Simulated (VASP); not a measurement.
Here is a VASP 6.6.1 calculation.

The input INCAR:

```
PREC = Accurate
ENCUT = 520
EDIFF = 1E-7
ISMEAR = -1
SIGMA = 0.05
LREAL = F
LASPH = T
NELM = 80
ALGO = Normal
ISIF = 2
LWAVE = F
LCHARG = T
GGA = PS
LELF = T
LVHAR = T
NBANDS = 15
```

KPOINTS

```
Automatic mesh
0
Gamma
  11 11 11
```

File POSCAR:

```
TiC
1.0
    0.0000000000      2.1511833799      2.1511833799
    2.1511833799      0.0000000000      2.1511833799
    2.1511833799      2.1511833799      0.0000000000
Ti C
1 1
Direct
    0.0000000000      0.0000000000      0.0000000000
    0.5000000000      0.5000000000      0.5000000000
```

Potentials or basis: VASP PAW PBE potentials, release 64 (Ti_sv, C).

Launch:

```bash
$ cat potpaw_PBE.64/Ti_sv/POTCAR potpaw_PBE.64/C/POTCAR > POTCAR
$ mpirun -np 1 vasp_std > vasp.out
```

(1) Estimate the band gap on the k mesh.

(2) What does it give for the pressure?

## Answers

(1) zero (band 8 reaches 10.21 eV, above the bottom of band 9 at 9.13 eV).

(2) -1.4 GPa.

Caveat: the PAW data sets were made with another functional, which shifts forces and pressure a little.
